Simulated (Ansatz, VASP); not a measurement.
## Yb: VASP beside Ansatz

```
CELL_PARAMETERS angstrom
-2.12457 2.12457 2.12457
2.12457 -2.12457 2.12457
2.12457 2.12457 -2.12457
ATOMIC_POSITIONS crystal
Yb 0.00000 0.00000 0.00000
```

Alike in both runs: task single point; functional revPBE; k mesh 12 × 12 × 12; occupations fermi-dirac, width 0.1 eV; no spin polarisation.

```csv
,VASP,Ansatz
version,VASP 6.6.1,Ansatz 0.2.0
potentials or method,"VASP PAW PBE potentials, release 64 (Yb), cutoff 520 eV","plane waves (420 eV) with PAW, scalar-relativistic"
valence electrons in the cell,24,24
```

|  | VASP | Ansatz | Ansatz less VASP |
| --- | --- | --- | --- |
| pressure (GPa) | -0.5 | -0.6 | -0.11 |

VASP's potentials were made for PBE, not for revPBE.

Neither program's run includes spin-orbit coupling.
